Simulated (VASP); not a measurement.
# Yb (Im-3m) in VASP: notebook

Runs on Yb. Level: PBE. Tasks: single point.

Everything below comes from runs of VASP 6.6.1. Logs are shortened: lines on timing, memory, paths and dates and some standing lists are left out, and cuts for length are marked.

## 1. The cell of the first run

The structure is cubic, space group Im-3m (No. 229). Conventional cell: a = 3.509 Å, b = 3.509 Å, c = 3.509 Å, α = 90.00°, β = 90.00°, γ = 90.00°. Within 4.0 Å of Yb (site symmetry m-3m) lie 14 Yb at 3.04 to 3.51 Å.

This isn't the form of Yb at room conditions, which is fcc.

## 2. Single point, PBE

Contents of INCAR:

```
PREC     = Accurate       # precision mode
ENCUT    = 520            # plane-wave cutoff, eV
EDIFF    = 1E-6           # SCF threshold, eV
ISMEAR   = -1             # smearing method
SIGMA    = 0.05           # smearing width, eV
LREAL    = F              # projectors in reciprocal space
LASPH    = T              # aspherical terms in the spheres
NELM     = 100            # most SCF steps
ALGO     = Normal         # electronic algorithm
ISIF     = 2              # what is computed and relaxed
LWAVE    = F              # write WAVECAR
LCHARG   = F              # write CHGCAR
GGA      = PE             # functional
NBANDS   = 18             # bands
```

Contents of KPOINTS:

```
Automatic mesh
0
Gamma
  15 15 15
```

Contents of POSCAR:

```
Yb
1.0
   -1.7545923002      1.7545923002      1.7545923002
    1.7545923002     -1.7545923002      1.7545923002
    1.7545923002      1.7545923002     -1.7545923002
Yb
1
Direct
    0.0000000000      0.0000000000      0.0000000000
```

Potentials or basis: VASP PAW PBE potentials, release 64 (Yb).

Started as:

```
> cat potpaw_PBE.64/Yb/POTCAR > POTCAR
> mpirun -np 1 vasp_std > vasp.out
```

OUTCAR:

```text
PREC = Accurate
   ENCUT = 520
   EDIFF = 1E-6
   ISMEAR = -1
   LREAL = F
   LASPH = T
   NELM = 100
   ISIF = 2
   GGA = PE

 ion  position               nearest neighbor table
   1  0.000  0.000  0.000-

  LATTYP: Found a body centered cubic cell.
 ALAT       =     3.5091846004

  Lattice vectors:

 A1 = (  -1.7545923002,   1.7545923002,   1.7545923002)
 A2 = (   1.7545923002,  -1.7545923002,   1.7545923002)
 A3 = (   1.7545923002,   1.7545923002,  -1.7545923002)

Analysis of symmetry for initial positions (statically):
=====================================================================
 Subroutine PRICEL returns:
 Original cell was already a primitive cell.

 Routine SETGRP: Setting up the symmetry group for a
 body centered cubic supercell.

 Subroutine GETGRP returns: Found 48 space group operations
 (whereof 48 operations were pure point group operations)
 out of a pool of 48 trial point group operations.

The static configuration has the point symmetry O_h .

Analysis of symmetry for dynamics (positions and initial velocities):
=====================================================================
 Subroutine PRICEL returns:
 Original cell was already a primitive cell.

 Routine SETGRP: Setting up the symmetry group for a
 body centered cubic supercell.

 Subroutine GETGRP returns: Found 48 space group operations
 (whereof 48 operations were pure point group operations)
 out of a pool of 48 trial point group operations.

The dynamic configuration has the point symmetry O_h .

 Subroutine INISYM returns: Found 48 space group operations
 (whereof 48 operations are pure point group operations),
 and found     1 'primitive' translations

----------------------------------------------------------------------------------------

                                     Primitive cell

  volume of cell :      21.6067

  direct lattice vectors                    reciprocal lattice vectors
    -1.754592300  1.754592300  1.754592300     0.000000000  0.284966485  0.284966485
     1.754592300 -1.754592300  1.754592300     0.284966485  0.000000000  0.284966485
     1.754592300  1.754592300 -1.754592300     0.284966485  0.284966485  0.000000000

  length of vectors
     3.039043011  3.039043011  3.039043011     0.403003468  0.403003468  0.403003468

  position of ions in fractional coordinates (direct lattice)
     0.000000000  0.000000000  0.000000000

  ion indices of the primitive-cell ions
   primitive index   ion index
                 1           1

----------------------------------------------------------------------------------------

 KPOINTS: Automatic mesh

Automatic generation of k-mesh.
 Grid dimensions read from file:
 generate k-points for:   15   15   15

 Generating k-lattice:

  Cartesian coordinates                     Fractional coordinates (reciprocal lattice)
     0.000000000  0.018997766  0.018997766     0.066666667  0.000000000  0.000000000
     0.018997766  0.000000000  0.018997766     0.000000000  0.066666667  0.000000000
     0.018997766  0.018997766  0.000000000     0.000000000  0.000000000  0.066666667

  Length of vectors
     0.026866898  0.026866898  0.026866898

  Shift w.r.t. Gamma in fractional coordinates (k-lattice)
     0.000000000  0.000000000  0.000000000

 Subroutine IBZKPT returns following result:
 ===========================================

 Found    120 irreducible k-points:

 Following reciprocal coordinates:
            Coordinates               Weight
  0.000000  0.000000  0.000000      1.000000
  0.066667  0.000000  0.000000     12.000000
  0.133333  0.000000  0.000000     12.000000
  0.200000  0.000000  0.000000     12.000000
  0.266667  0.000000  0.000000     12.000000
  0.333333  0.000000  0.000000     12.000000
[... 16 lines left out ...]
  0.333333  0.200000  0.000000     48.000000
  0.400000  0.200000 -0.000000     24.000000
 [... further k-points ...]
   k-points           NKPTS =    120   k-points in BZ     NKDIM =    120   number of bands    NBANDS=     18
   number of dos      NEDOS =    301   number of ions     NIONS =      1
   total plane-waves  NPLWV =  13824
   dimension x,y,z NGX =    24 NGY =   24 NGZ =   24
   dimension x,y,z NGXF=    48 NGYF=   48 NGZF=   48
   ions per type =               1
   NGX,Y,Z   is equivalent  to a cutoff of  13.13, 13.13, 13.13 a.u.
   NGXF,Y,Z  is equivalent  to a cutoff of  26.26, 26.26, 26.26 a.u.
 SYSTEM =  unknown system
   PREC   = accura    normal or accurate (medium, high low for compatibility)
   ISTART =      0    job   : 0-new  1-cont  2-samecut
   ICHARG =      2    charge: 1-file 2-atom 10-const
   ISPIN  =      1    spin polarized calculation?
   LNONCOLLINEAR =      F non collinear calculations
   LSORBIT =      F    spin-orbit coupling
   LASPH  =      T    aspherical Exc in radial PAW
   ENCUT  =  520.0 eV  38.22 Ry    6.18 a.u.   5.65  5.65  5.65*2*pi/ulx,y,z
   NELM   =    100;   NELMIN=  2; NELMDL= -5     # of ELM steps
   EDIFF  = 0.1E-05   stopping-criterion for ELM
   LREAL  =      F    real-space projection
   EDIFFG = 0.1E-04   stopping-criterion for IOM
   NSW    =      0    number of steps for IOM
   IBRION =     -1    ionic relax: 0-MD 1-quasi-New 2-CG
   NFREE  =      0    steps in history (QN), initial steepest desc. (CG)
   ISIF   =      2    stress and relaxation
   ISYM   =      2    0-nonsym 1-usesym 2-fastsym
   POTIM  = 0.5000    time-step for ionic-motion
   TEBEG  =    0.0;   TEEND  =   0.0 temperature during run
   PSTRESS=    0.0 pullay stress
   NELECT =      24.0000    total number of electrons
   NUPDOWN=      -1.0000    fix difference up-down
   EMIN   =  10.00;   EMAX   =-10.00  energy-range for DOS
   EFERMI =   0.00;   METHOD = LEGACY
   ISMEAR =    -1;   SIGMA  =   0.05  broadening in eV -4-tet -1-fermi 0-gaus
   EFERMI_NEDOS =   21; number of points for ismear=-14 and -15
   IALGO  =     38    algorithm
   IMIX   =      4    mixing-type and parameters
     AMIX     =   0.40;   BMIX     =  1.00
     AMIX_MAG =   1.60;   BMIX_MAG =  1.00
  volume/ion in A,a.u.               =      21.61       145.81
  Fermi-wavevector in a.u.,A,eV,Ry     =   1.695440  3.203917 39.110164  2.874516
  Thomas-Fermi vector in A             =   2.776483
   LORBIT       =      0    0 simple, 1 ext, 2 COOP (PROOUT), +10 PAW based schemes
   GGA     = PE    functional components
   LHFCALC =     F    Hartree Fock is set to
   AEXX    =    0.0000 exact exchange contribution
   IVDW    =     0    specifies the selected vdW correction
   LEPSILON=     F    determine dielectric tensor
   LRPA    =     F    only Hartree local field effects (RPA)
 non-spin polarized calculation
  energy-cutoff  :      520.00
  volume of cell :       21.61
 maximum number of plane-waves:       603
   NGX = 11   NGY = 11   NGZ = 11

 number of electron      24.0000002 magnetization

 Free energy of the ion-electron system (eV)
  ---------------------------------------------------
  ext. energy  EPLUGINS =         0.00000000
  ---------------------------------------------------
  free energy    TOTEN  =        -2.94627615 eV

  energy without entropy =       -2.93741195  energy(sigma->0) =       -2.94184405

 E-fermi :   3.3761     XC(G=0): -11.9806

 val. band max:        3.3719114097   @ k =   0.3333   0.2667   0.0667
 cond. band min:       3.4006345767   @ k =  -0.4000  -0.4000   0.2000
 fundamental gap:      0.0287231670
 Fermi energy:         3.3760543109

 k-point     1 :       0.0000    0.0000    0.0000
  band No.  band energies     occupation
      1     -48.1046      2.00000
      2     -19.6353      2.00000
      3     -19.6353      2.00000
      4     -19.6353      2.00000
      5      -2.5775      2.00000
      6       2.6425      2.00000
[... 10 lines left out ...]
     17       9.8605      0.00000
     18      17.2890      0.00000

 k-point     2 :       0.0667    0.0000    0.0000
  band No.  band energies     occupation
      1     -48.0976      2.00000
      2     -19.7148      2.00000
      3     -19.6574      2.00000
      4     -19.6363      2.00000
      5      -2.3782      2.00000
      6       2.6400      2.00000
[... 10 lines left out ...]
     17       9.8577      0.00000
     18      17.5011      0.00000

 k-point     3 :       0.1333    0.0000    0.0000
  band No.  band energies     occupation
      1     -48.0776      2.00000
      2     -19.9334      2.00000
      3     -19.7195      2.00000
      4     -19.6390      2.00000
      5      -1.8164      2.00000
      6       2.6341      2.00000
[... 10 lines left out ...]
     17       9.8723      0.00000
     18      18.0347      0.00000

 k-point     4 :       0.2000    0.0000    0.0000
  band No.  band energies     occupation
      1     -48.0480      2.00000
      2     -20.2403      2.00000
      3     -19.8095      2.00000
      4     -19.6432      2.00000
      5      -0.9984      2.00000
      6       2.6323      2.00000
[... 10 lines left out ...]
     17       9.9537      0.00000
     18      18.4670      0.00000

 k-point     5 :       0.2667    0.0000    0.0000
  band No.  band energies     occupation
      1     -48.0139      2.00000
      2     -20.5734      2.00000
      3     -19.9110      2.00000
      4     -19.6480      2.00000
      5      -0.1132      2.00000
      6       2.6536      2.00000
[... 10 lines left out ...]
     17      10.1451      0.00000
     18      17.9742      0.00000

 k-point     6 :       0.3333    0.0000    0.0000
  band No.  band energies     occupation
      1     -47.9810      2.00000
      2     -20.8754      2.00000
      3     -20.0061      2.00000
      4     -19.6528      2.00000
      5       0.5689      2.00000
      6       2.6650      2.00000
[... 10 lines left out ...]
     17      11.4665      0.00000
     18      16.7842      0.00000

 k-point     7 :       0.4000    0.0000    0.0000
  band No.  band energies     occupation
      1     -47.9552      2.00000
      2     -21.1015      2.00000
      3     -20.0792      2.00000
      4     -19.6566      2.00000
      5       0.8849      2.00000
      6       2.6606      2.00000
[... 10 lines left out ...]
     17      13.0812      0.00000
     18      15.6160      0.00000

 k-point     8 :       0.4667    0.0000    0.0000
  band No.  band energies     occupation
      1     -47.9410      2.00000
      2     -21.2219      2.00000
      3     -20.1188      2.00000
      4     -19.6587      2.00000
      5       0.9646      2.00000
      6       2.6571      2.00000
[... 10 lines left out ...]
     17      14.3935      0.00000
     18      14.8603      0.00000
[... 229 lines left out ...]
     17      13.5118      0.00000
     18      16.4093      0.00000

 k-point    20 :       0.4000    0.1333    0.0000
  band No.  band energies     occupation
      1     -47.9343      2.00000
      2     -21.1385      2.00000
      3     -20.2199      2.00000
      4     -19.7499      2.00000
      5       1.4979      2.00000
      6       2.6608      2.00000
[... 10 lines left out ...]
     17      14.7463      0.00000
     18      16.0380      0.00000

 k-point    21 :       0.2000    0.2000    0.0000
  band No.  band energies     occupation
      1     -47.9731      2.00000
      2     -20.8141      2.00000
      3     -20.0732      2.00000
      4     -19.7674      2.00000
      5       1.1614      2.00000
      6       2.6171      2.00000
[... 10 lines left out ...]
     17      11.9455      0.00000
     18      17.3217      0.00000

 k-point    22 :       0.2667    0.2000    0.0000
  band No.  band energies     occupation
      1     -47.9488      2.00000
      2     -20.9457      2.00000
      3     -20.2193      2.00000
      4     -19.7897      2.00000
      5       1.7571      2.00000
      6       2.6387      2.00000
[... 10 lines left out ...]
     17      13.3654      0.00000
     18      16.6932      0.00000

 k-point    23 :       0.3333    0.2000    0.0000
  band No.  band energies     occupation
      1     -47.9322      2.00000
      2     -21.0224      2.00000
      3     -20.3322      2.00000
      4     -19.8011      2.00000
      5       1.9833      2.00000
      6       2.6622      2.00000
[... 10 lines left out ...]
     17      14.5992      0.00000
     18      15.8956      0.00000

 k-point    24 :       0.4000    0.2000   -0.0000
  band No.  band energies     occupation
      1     -47.9264      2.00000
      2     -21.0468      2.00000
      3     -20.3747      2.00000
      4     -19.8047      2.00000
      5       2.0231      2.00000
      6       2.6691      2.00000
[... 10 lines left out ...]
     17      14.9369      0.00000
     18      15.6319      0.00000

 [... further k-points ...]

------------------------ aborting loop because EDIFF is reached ----------------------------------------

  FORCE on cell =-STRESS in cart. coord.  units (eV):
  Direction    XX          YY          ZZ          XY          YZ          ZX
  --------------------------------------------------------------------------------------
  -------------------------------------------------------------------------------------
  Total        3.0891800      3.0891800      3.0891800      0.0000000      0.0000000     -0.0000000
  in kB      229.0683843    229.0683843    229.0683843      0.0000000      0.0000000     -0.0000000
  external PRESSURE =     229.0683843 kB  Pullay stress =       0.0000000 kB

 VOLUME and BASIS-vectors are now :
 -----------------------------------------------------------------------------
  energy-cutoff  :      520.00
  volume of cell :       21.61
      direct lattice vectors                 reciprocal lattice vectors
    -1.754592300  1.754592300  1.754592300     0.000000000  0.284966485  0.284966485
     1.754592300 -1.754592300  1.754592300     0.284966485  0.000000000  0.284966485
     1.754592300  1.754592300 -1.754592300     0.284966485  0.284966485  0.000000000

 POSITION                                       TOTAL-FORCE (eV/Angst)
 -----------------------------------------------------------------------------------
      0.00000      0.00000      0.00000        -0.000000      0.000000     -0.000000
 -----------------------------------------------------------------------------------
    total drift:                               -0.000000      0.000000      0.000000

  FREE ENERGIE OF THE ION-ELECTRON SYSTEM (eV)
  ---------------------------------------------------
  free  energy   TOTEN  =        -2.9462761467 eV

  energy  without entropy=       -2.9374119538  energy(sigma->0) =       -2.94184405
```

It took 65 s on 1 thread of Intel Xeon Platinum 8259CL at 2.50GHz (Skylake/Cascade Lake), shared host; peak memory 0.18 GiB.

Results:

```yaml
Free_energy: -2.9463 eV
Pressure: 22.9 GPa
Band_gap_on_the_k_mesh: zero (bands 12 and 13 overlap by 1.02 eV)
```

Caveat: the cell stands under pressure; spin-orbit coupling is left out, which moves the levels of the heavy elements. Spin polarisation is off, so any magnetic state and its effect on volume and gap are missing.

## 3. Single point, PBE

Contents of INCAR:

```
SYSTEM = Yb
  PREC = Accurate
  ENCUT = 520
  EDIFF = 1E-6
  ISMEAR = -1
  SIGMA = 0.05
  LREAL = .FALSE.
  LASPH = .TRUE.
  NELM = 100
  ALGO = Normal
  ISIF = 2
  LWAVE = .FALSE.
  LCHARG = .FALSE.
  GGA = PE
  NBANDS = 18
```

Contents of KPOINTS:

```
Automatic mesh
0
G
  15 15 15
  0 0 0
```

POSCAR is that of step 2.

Potentials or basis: VASP PAW PBE potentials, release 64 (Yb).

Started as:

```
> cat potpaw_PBE.64/Yb/POTCAR > POTCAR
> mpirun -np 1 vasp_std > vasp.out
```

Wall time 65 s (1 thread of Intel Xeon Platinum 8259CL at 2.50GHz (Skylake/Cascade Lake), shared host); peak memory 0.19 GiB.

The run converged. Its results:

| Item | Value |
| --- | --- |
| Free energy | -2.9463 eV |
| Pressure | 22.9 GPa |
| Band gap on the k mesh | zero (bands 12 and 13 overlap by 1.02 eV) |

Levels at points of the mesh, in eV from the Fermi level:
```
           k point  band 8  band 9  band 10  band 11  band 12  band 13  band 14  band 15  band 16  band 17
(0.00, 0.00, 0.00)   -0.73   -0.39    -0.39    -0.39    -0.32     3.50     3.50     3.50     6.48     6.48
```

Caveat: the cell stands under pressure; spin-orbit coupling is left out, which moves the levels of the heavy elements. Spin polarisation is off, so any magnetic state and its effect on volume and gap are missing.
